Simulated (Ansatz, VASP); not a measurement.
**One calculation of Os, two programs**

```
Os
1.0
     0.15560    2.11165    2.11165
     2.11165    0.15560    2.11165
     2.11165    2.11165    0.15560
Os
1
Cartesian
  0.0000 0.0000 0.0000
```

Alike in both runs: task single point; functional PBEsol; k mesh 15 × 15 × 15; occupations gaussian, width 0.1 eV; no spin polarisation.

|  | VASP | Ansatz |
| --- | --- | --- |
| version | VASP 6.6.1 | Ansatz 0.2.0 |
| potentials or method | VASP PAW PBE potentials, release 64 (Os), cutoff 520 eV | scalar-relativistic, plane waves, PAW |
| valence electrons in the cell | 8 | 16 |

VASP gave:

```
gap on the k mesh at the Fermi level (eV)                     : none
pressure (GPa)                                                : -45.7
traceless stress, the component that is largest in VASP (GPa) : -11.85
```

Problem. What did Ansatz give for the same quantities?

Solution. gap on the k mesh at the Fermi level (eV): none; pressure (GPa): -45.3; traceless stress, the component that is largest in VASP (GPa): -12.00.

VASP's potentials were made for PBE, not for PBEsol. A gap of «none» marks a metal or a gap that the smearing closes. Both programs put the cell under strong tension, so it lies far from rest at this level. VASP's potentials hold 8 valence electrons a cell and Ansatz's 16, so a difference there can come from the potentials and not from the codes.

Neither program's run includes spin-orbit coupling. Noted on VASP's run: the cell as given lies far from equilibrium.
